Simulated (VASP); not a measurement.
# Li2Pd (P6/mmm) in VASP: notebook

The runs below take Li2Pd through single point, relaxation of shape and atoms at fixed volume, relaxation of cell and atoms, with LDA.

Everything below comes from runs of VASP 6.6.1. Logs are shortened: lines on timing, memory, paths and dates and some standing lists are left out, and cuts for length are marked.

### 1 The cell of the first run

The structure is hexagonal, space group P6/mmm (No. 191). The conventional cell has a = 4.155 Å, b = 4.155 Å, c = 2.638 Å, α = 90.00°, β = 90.00°, γ = 120.00°. Li (site symmetry -6m2) has 5 Li at 2.40 to 2.64 Å and 6 Pd at 2.74 Å within 3.2 Å. Within 3.5 Å of Pd (site symmetry 6/mmm) lie 2 Pd at 2.64 Å and 12 Li at 2.74 Å.

### 2 Single point, LDA (13.15 Å³/atom)

INCAR reads:

```
SYSTEM = Li2Pd
PREC = Accurate
ENCUT = 520
EDIFF = 1E-6
ISMEAR = -1
SIGMA = 0.15
LREAL = .FALSE.
LASPH = .TRUE.
NELM = 60
ALGO = Normal
ISIF = 2
LWAVE = .FALSE.
LCHARG = .TRUE.
GGA = CA
LELF = .TRUE.
LVHAR = .TRUE.
NBANDS = 15
```

KPOINTS reads:

```
Automatic mesh
0
G
  12 12 16
  0 0 0
```

POSCAR reads:

```
Li2Pd
1.0
    4.1554895674      0.0000000000      0.0000000000
   -2.0777447837      3.5987595305      0.0000000000
    0.0000000000      0.0000000000      2.6379918790
Li Pd
2 1
Direct
    0.3333333333      0.6666666667      0.5000000000
    0.6666666667      0.3333333333      0.5000000000
    0.0000000000      0.0000000000      0.0000000000
```

Potentials or basis: VASP PAW LDA potentials, release 64 (Li_sv, Pd).

On the command line:

```bash
cat potpaw_LDA.64/Li_sv/POTCAR potpaw_LDA.64/Pd/POTCAR > POTCAR
mpirun -np 1 vasp_std > vasp.out
```

OUTCAR:

```text
SYSTEM = Li2Pd
   PREC = Accurate
   ENCUT = 520
   EDIFF = 1E-6
   ISMEAR = -1
   LREAL = .FALSE.
   LASPH = .TRUE.
   NELM = 60
   ISIF = 2
   GGA = CA

 ion  position               nearest neighbor table
   1  0.333  0.667  0.500-   2 2.40   2 2.40   2 2.40   3 2.74   3 2.74   3 2.74   3 2.74   3 2.74
                             3 2.74
   2  0.667  0.333  0.500-   1 2.40   1 2.40   1 2.40   3 2.74   3 2.74   3 2.74   3 2.74   3 2.74
                             3 2.74
   3  0.000  0.000  0.000-   1 2.74   2 2.74   1 2.74   2 2.74   1 2.74   1 2.74   2 2.74   2 2.74
                             2 2.74   2 2.74   1 2.74   1 2.74

  LATTYP: Found a hexagonal cell.
 ALAT       =     4.1554895674
 C/A-ratio  =     0.6348209606

  Lattice vectors:

 A1 = (   4.1554895674,   0.0000000000,   0.0000000000)
 A2 = (  -2.0777447837,   3.5987595305,   0.0000000000)
 A3 = (   0.0000000000,   0.0000000000,   2.6379918790)

Analysis of symmetry for initial positions (statically):
=====================================================================
 Subroutine PRICEL returns:
 Original cell was already a primitive cell.

 Routine SETGRP: Setting up the symmetry group for a
 hexagonal supercell.

 Subroutine GETGRP returns: Found 24 space group operations
 (whereof 24 operations were pure point group operations)
 out of a pool of 24 trial point group operations.

The static configuration has the point symmetry D_6h.

Analysis of symmetry for dynamics (positions and initial velocities):
=====================================================================
 Subroutine PRICEL returns:
 Original cell was already a primitive cell.

 Routine SETGRP: Setting up the symmetry group for a
 hexagonal supercell.

 Subroutine GETGRP returns: Found 24 space group operations
 (whereof 24 operations were pure point group operations)
 out of a pool of 24 trial point group operations.

The dynamic configuration has the point symmetry D_6h.

 Subroutine INISYM returns: Found 24 space group operations
 (whereof 24 operations are pure point group operations),
 and found     1 'primitive' translations

----------------------------------------------------------------------------------------

                                     Primitive cell

  volume of cell :      39.4501

  direct lattice vectors                    reciprocal lattice vectors
     4.155489567  0.000000000  0.000000000     0.240645533  0.138936763  0.000000000
    -2.077744784  3.598759531  0.000000000     0.000000000  0.277873526  0.000000000
     0.000000000  0.000000000  2.637991879     0.000000000  0.000000000  0.379076224

  length of vectors
     4.155489567  4.155489567  2.637991879     0.277873526  0.277873526  0.379076224

  position of ions in fractional coordinates (direct lattice)
     0.333333333  0.666666667  0.500000000
     0.666666667  0.333333333  0.500000000
     0.000000000  0.000000000  0.000000000

  ion indices of the primitive-cell ions
   primitive index   ion index
                 1           1
                 2           2
                 3           3

----------------------------------------------------------------------------------------

 KPOINTS: Automatic mesh

Automatic generation of k-mesh.
 Grid dimensions read from file:
 generate k-points for:   12   12   16

 Generating k-lattice:

  Cartesian coordinates                     Fractional coordinates (reciprocal lattice)
     0.020053794  0.011578064  0.000000000     0.083333333  0.000000000  0.000000000
     0.000000000  0.023156127  0.000000000     0.000000000  0.083333333  0.000000000
     0.000000000  0.000000000  0.023692264     0.000000000  0.000000000  0.062500000

  Length of vectors
     0.023156127  0.023156127  0.023692264

  Shift w.r.t. Gamma in fractional coordinates (k-lattice)
     0.000000000  0.000000000  0.000000000

 Subroutine IBZKPT returns following result:
 ===========================================

 Found    171 irreducible k-points:

 Following reciprocal coordinates:
            Coordinates               Weight
  0.000000  0.000000  0.000000      1.000000
  0.083333 -0.000000  0.000000      6.000000
  0.166667  0.000000  0.000000      6.000000
  0.250000  0.000000  0.000000      6.000000
  0.333333  0.000000  0.000000      6.000000
  0.416667  0.000000  0.000000      6.000000
[... 16 lines left out ...]
  0.250000  0.000000  0.062500     12.000000
  0.333333  0.000000  0.062500     12.000000
 [... further k-points ...]
   k-points           NKPTS =    171   k-points in BZ     NKDIM =    171   number of bands    NBANDS=     15
   number of dos      NEDOS =    301   number of ions     NIONS =      3
   total plane-waves  NPLWV =  20480
   dimension x,y,z NGX =    32 NGY =   32 NGZ =   20
   dimension x,y,z NGXF=    64 NGYF=   64 NGZF=   40
   ions per type =               2   1
   NGX,Y,Z   is equivalent  to a cutoff of  12.80, 12.80, 12.60 a.u.
[... 73 lines left out ...]
      6       1.7650      2.00000
      7       3.8756      1.99849
      8       3.8756      1.99849
      9       9.0893      0.00000
     10       9.0893      0.00000
     11      10.6164      0.00000
     12      10.6164      0.00000
     13      14.3582      0.00000
     14      15.7842      0.00000
     15      16.9326      0.00000

 k-point     2 :       0.0833   -0.0000    0.0000
  band No.  band energies     occupation
      1     -39.8723      2.00000
      2     -39.7504      2.00000
      3      -0.3761      2.00000
      4       0.9593      2.00000
      5       1.7654      2.00000
      6       1.8063      2.00000
      7       3.8694      1.99855
      8       3.8744      1.99850
      9       8.3900      0.00000
     10       8.5563      0.00000
     11      11.1375      0.00000
     12      11.2458      0.00000
     13      14.5030      0.00000
     14      16.0371      0.00000
     15      17.0348      0.00000

 k-point     3 :       0.1667    0.0000    0.0000
  band No.  band energies     occupation
      1     -39.8667      2.00000
      2     -39.7560      2.00000
      3      -0.2499      2.00000
      4       1.0226      2.00000
      5       1.7746      2.00000
      6       1.9261      2.00000
      7       3.8527      1.99870
      8       3.8712      1.99853
      9       7.2257      0.00000
     10       7.7110      0.00000
     11      11.7508      0.00000
     12      12.3844      0.00000
     13      14.9349      0.00000
     14      16.8026      0.00000
     15      17.3358      0.00000

 k-point     4 :       0.2500    0.0000    0.0000
  band No.  band energies     occupation
      1     -39.8580      2.00000
      2     -39.7645      2.00000
      3      -0.0834      2.00000
      4       1.1378      2.00000
      5       1.8256      2.00000
      6       2.1105      2.00000
      7       3.8300      1.99889
      8       3.8667      1.99858
      9       6.0453      0.00138
     10       6.9166      0.00000
     11      12.0910      0.00000
     12      13.6822      0.00000
     13      15.5861      0.00000
     14      17.8191      0.00000
     15      18.0242      0.00000
[... 307 lines left out ...]
 k-point    22 :       0.1667    0.0000    0.0625
  band No.  band energies     occupation
      1     -39.8653      2.00000
      2     -39.7548      2.00000
      3      -0.1405      2.00000
      4       1.0820      2.00000
      5       1.8032      2.00000
      6       1.9551      2.00000
      7       3.7019      1.99953
      8       3.7199      1.99947
      9       7.3872      0.00000
     10       7.8850      0.00000
     11      11.7816      0.00000
     12      12.4560      0.00000
     13      14.8277      0.00000
     14      16.1627      0.00000
     15      17.4624      0.00000

 k-point    23 :       0.2500    0.0000    0.0625
  band No.  band energies     occupation
      1     -39.8566      2.00000
      2     -39.7633      2.00000
      3       0.0357      2.00000
      4       1.1891      2.00000
      5       1.8491      2.00000
      6       2.1353      2.00000
      7       3.6670      1.99962
      8       3.7034      1.99952
      9       6.2112      0.00046
     10       7.1045      0.00000
     11      12.1006      0.00000
     12      13.7578      0.00000
     13      15.4493      0.00000
     14      16.9106      0.00000
     15      18.3784      0.00000

 k-point    24 :       0.3333    0.0000    0.0625
  band No.  band energies     occupation
      1     -39.8459      2.00000
      2     -39.7738      2.00000
      3       0.1937      2.00000
      4       1.3186      2.00000
      5       2.0213      2.00000
      6       2.3492      2.00000
      7       3.6153      1.99973
      8       3.6798      1.99959
      9       5.1340      0.46266
     10       6.4642      0.00008
     11      12.2507      0.00000
     12      15.1647      0.00000
     13      16.1772      0.00000
     14      17.5602      0.00000
     15      19.6978      0.00000

 [... further k-points ...]

------------------------ aborting loop because EDIFF is reached ----------------------------------------

  FORCE on cell =-STRESS in cart. coord.  units (eV):
  Direction    XX          YY          ZZ          XY          YZ          ZX
  --------------------------------------------------------------------------------------
  -------------------------------------------------------------------------------------
  Total       -0.2768122     -0.2768122     -0.2714466      0.0000000     -0.0000000      0.0000000
  in kB      -11.2420954    -11.2420954    -11.0241848      0.0000000     -0.0000000      0.0000000
  external PRESSURE =     -11.1694585 kB  Pullay stress =       0.0000000 kB

 VOLUME and BASIS-vectors are now :
 -----------------------------------------------------------------------------
  energy-cutoff  :      520.00
  volume of cell :       39.45
      direct lattice vectors                 reciprocal lattice vectors
     4.155489567  0.000000000  0.000000000     0.240645533  0.138936763  0.000000000
    -2.077744784  3.598759531  0.000000000     0.000000000  0.277873526  0.000000000
     0.000000000  0.000000000  2.637991879     0.000000000  0.000000000  0.379076224

 POSITION                                       TOTAL-FORCE (eV/Angst)
 -----------------------------------------------------------------------------------
     -0.00000      2.39917      1.31900        -0.000000      0.000000      0.000000
      2.07774      1.19959      1.31900         0.000000      0.000000      0.000000
      0.00000      0.00000      0.00000        -0.000000      0.000000      0.000000
 -----------------------------------------------------------------------------------
    total drift:                                0.000000     -0.000000     -0.000000

  FREE ENERGIE OF THE ION-ELECTRON SYSTEM (eV)
  ---------------------------------------------------
  free  energy   TOTEN  =       -11.7270404808 eV

  energy  without entropy=      -11.6755995196  energy(sigma->0) =      -11.70132000
```

It took 98 s on 1 thread of Oxide Virtual Turin-like, shared host; peak memory 0.18 GiB.

What came out:

| Property | Result |
| --- | --- |
| Free energy | -11.7270 eV |
| Band gap on the k mesh | zero (bands 8 and 9 overlap by 2.55 eV) |

Levels at points of the mesh, in eV from the Fermi level:
```csv
k point,band 6,band 7,band 8,band 9,band 10,band 11
"(0.00, 0.00, 0.00)",-3.19,-1.08,-1.08,4.14,4.14,5.66
"(0.50, 0.00, 0.00)",-1.97,-1.75,-1.17,-1.10,0.66,7.39
"(0.00, 0.00, 0.50)",-2.23,-2.23,0.89,1.97,6.66,6.66
"(0.50, 0.00, 0.50)",-1.88,-1.16,0.63,1.37,4.12,7.21
```

Caveat: the cutoff is under 1.25 times the usual one of these potentials, so pressure, stress and relaxed cells hold a basis-set (Pulay) error.

### 3 Relaxation of shape and atoms at fixed volume, LDA (12.63 Å³/atom)

This run uses another cell than the first one, of 12.63 Å³/atom.

INCAR reads:

```
SYSTEM = Li2Pd
  ALGO = Fast
  EDIFF = 1E-6
  EDIFFG = -0.001
  ENCUT = 600
  GGA = CA
  IBRION = 2
  ISIF = 4
  ISMEAR = -1
  LASPH = .TRUE.
  LCHARG = .FALSE.
  LREAL = .FALSE.
  LWAVE = .FALSE.
  NELM = 100
  NSW = 80
  PREC = Accurate
  SIGMA = 0.15
```

KPOINTS reads:

```
k-points
0
G
  12 12 16
  0 0 0
```

POSCAR reads:

```
Li2Pd
1.0
    4.0938095870      0.0000000000      0.0000000000
   -2.0469047935      3.5453431007      0.0000000000
    0.0000000000      0.0000000000      2.6114906388
Li Pd
2 1
Direct
    0.3333333333      0.6666666667      0.5000000000
    0.6666666667      0.3333333333      0.5000000000
    0.0000000000      0.0000000000      0.0000000000
```

Potentials or basis: VASP PAW LDA potentials, release 64 (Li_sv, Pd).

On the command line:

```bash
cat potpaw_LDA.64/Li_sv/POTCAR potpaw_LDA.64/Pd/POTCAR > POTCAR
mpirun -np 1 vasp_std > vasp.out
```

Run time: 7.5 min. Hardware: 1 thread of Oxide Virtual Turin-like, shared host; peak memory 0.21 GiB.

Results (log left out):

```yaml
Free_energy: -11.7245 eV
Energy_gained_by_relaxing: 0.1 meV/atom
Ionic_steps: 9
Pressure_after_relaxing: 1.3 GPa
Band_gap_on_the_k_mesh: zero (bands 8 and 9 overlap by 2.56 eV)
```

The path:
```
step  energy change (eV)  largest force (eV/Å)  pressure (GPa)  volume (Å³)
   1              0.0000                0.0000            1.32        37.90
   2             -0.0002                0.0000            1.28        37.90
   3             -0.0003                0.0000            1.23        37.90
   4             -0.0003                0.0000            1.20        37.90
   5             -0.0003                0.0000            1.21        37.90
   6             -0.0003                0.0000            1.22        37.90
   7             -0.0003                0.0000            1.20        37.90
   8             -0.0003                0.0000            1.25        37.90
   9             -0.0003                0.0000            1.26        37.90
```

Final structure:
```xyz
3
Lattice="4.0873 0.0000 0.0000 -2.0437 3.5397 0.0000 0.0000 0.0000 2.6198" Properties=species:S:1:pos:R:3 pbc="T T T"
Li    0.0000    2.3598    1.3099
Li    2.0437    1.1799    1.3099
Pd    0.0000    0.0000    0.0000
```

Levels at points of the mesh, in eV from the Fermi level:
```
           k point  band 5  band 6  band 7  band 8  band 9  band 10  band 11  band 12
(0.00, 0.00, 0.00)   -3.32   -3.32   -1.13   -1.13    4.29     4.29     5.87     5.87
(0.50, 0.00, 0.00)   -2.42   -2.00   -1.76   -1.23   -1.15     0.67     7.75    13.05
(0.00, 0.00, 0.50)   -3.56   -2.33   -2.33    0.88    2.02     6.73     6.73     7.55
(0.50, 0.00, 0.50)   -2.85   -1.94   -1.18    0.56    1.34     4.24     7.43     7.46
```

Caveat: the cutoff is under 1.25 times the usual one of these potentials, so pressure, stress and relaxed cells hold a basis-set (Pulay) error.

### 4 Relaxation of cell and atoms, LDA

This run uses another cell than the first one, of 12.88 Å³/atom.

INCAR reads:

```
SYSTEM = Li2Pd
  ALGO = Normal
  EDIFF = 1E-7
  EDIFFG = -0.001
  ENCUT = 600
  GGA = CA
  IBRION = 2
  ISIF = 3
  ISMEAR = -1
  LASPH = .True.
  LCHARG = .False.
  LREAL = .False.
  LWAVE = .False.
  NELM = 60
  NSW = 80
  PREC = Accurate
  SIGMA = 0.15
```

KPOINTS reads:

```
k-points
0
Gamma
  12 12 16
  0 0 0
```

POSCAR reads:

```
Li2Pd
1.0
    4.1208080089      0.0000000000      0.0000000000
   -2.0604040044      3.5687244198      0.0000000000
    0.0000000000      0.0000000000      2.6267621000
Li Pd
2 1
Direct
    0.3333333333      0.6666666667      0.5000000000
    0.6666666667      0.3333333333      0.5000000000
    0.0000000000      0.0000000000      0.0000000000
```

On the command line:

```bash
cat potpaw_LDA.64/Li_sv/POTCAR potpaw_LDA.64/Pd/POTCAR > POTCAR
mpirun -np 1 vasp_std > vasp.out
```

It took 7.2 min on 1 thread of Oxide Virtual Turin-like, shared host; peak memory 0.21 GiB.

The run converged. Its results:

```yaml
Free_energy: -11.7284 eV
Relaxed_volume: 12.88 Å³/atom
Relaxed_cell: a = 4.120 Å, b = 4.120 Å, c = 2.629 Å, α = 90.00°, β = 90.00°, γ = 120.00°
Space_group_after_relaxing_to_0.1_Å: P6/mmm (No. 191)
Energy_gained_by_relaxing: 0.0 meV/atom
Ionic_steps: 7
Pressure_after_relaxing: 0.0 GPa
Band_gap_on_the_k_mesh: zero (bands 8 and 9 overlap by 2.56 eV)
```

Final structure:
```cif
data_structure
_symmetry_space_group_name_H-M 'P 1'
_symmetry_Int_Tables_number 1
_cell_length_a 4.1203
_cell_length_b 4.1203
_cell_length_c 2.6290
_cell_angle_alpha 90.000
_cell_angle_beta 90.000
_cell_angle_gamma 120.000
_cell_volume 38.65
loop_
_atom_site_label
_atom_site_type_symbol
_atom_site_fract_x
_atom_site_fract_y
_atom_site_fract_z
_atom_site_occupancy
Li1 Li 0.33333 0.66667 0.50000 1
Li2 Li 0.66667 0.33333 0.50000 1
Pd1 Pd 0.00000 0.00000 0.00000 1
```

Levels at points of the mesh, in eV from the Fermi level:
```csv
k point,band 5,band 6,band 7,band 8,band 9,band 10,band 11,band 12
"(0.00, 0.00, 0.00)",-3.26,-3.26,-1.10,-1.10,4.21,4.21,5.77,5.77
"(0.50, 0.00, 0.00)",-2.39,-1.98,-1.76,-1.20,-1.12,0.67,7.57,12.86
"(0.00, 0.00, 0.50)",-3.47,-2.28,-2.28,0.88,2.00,6.69,6.69,7.47
"(0.50, 0.00, 0.50)",-2.78,-1.91,-1.17,0.60,1.35,4.18,7.34,7.35
```

Caveat: the cutoff is under 1.25 times the usual one of these potentials, so pressure, stress and relaxed cells hold a basis-set (Pulay) error.

### 5 Summary

| task | cell | cutoff (eV) | gap on the mesh (eV) | pressure (GPa) |
| --- | --- | --- | --- | --- |
| single point | a = 4.155, b = 4.155, c = 2.638 Å, angles 90.0, 90.0, 120.0°, 3 atoms | 520 | none | - |
| relaxation of shape and atoms at fixed volume | relaxed from a = 4.094, b = 4.094, c = 2.611 Å, angles 90.0, 90.0, 120.0°, 3 atoms | 600 | none | 1.3 |
| relaxation of cell and atoms | relaxed from a = 4.121, b = 4.121, c = 2.627 Å, angles 90.0, 90.0, 120.0°, 3 atoms | 600 | none | 0.0 |

Alike in all rows: level LDA; potentials or basis VASP PAW LDA potentials, release 64 (Li_sv, Pd); no spin polarisation; k mesh 12 × 12 × 16; smearing fermi-dirac 0.15 eV.

Caveats: the cutoff is under 1.25 times the usual one of these potentials, so pressure, stress and relaxed cells hold a basis-set (Pulay) error.

Absolute energies hang on the potentials; compare differences alone.
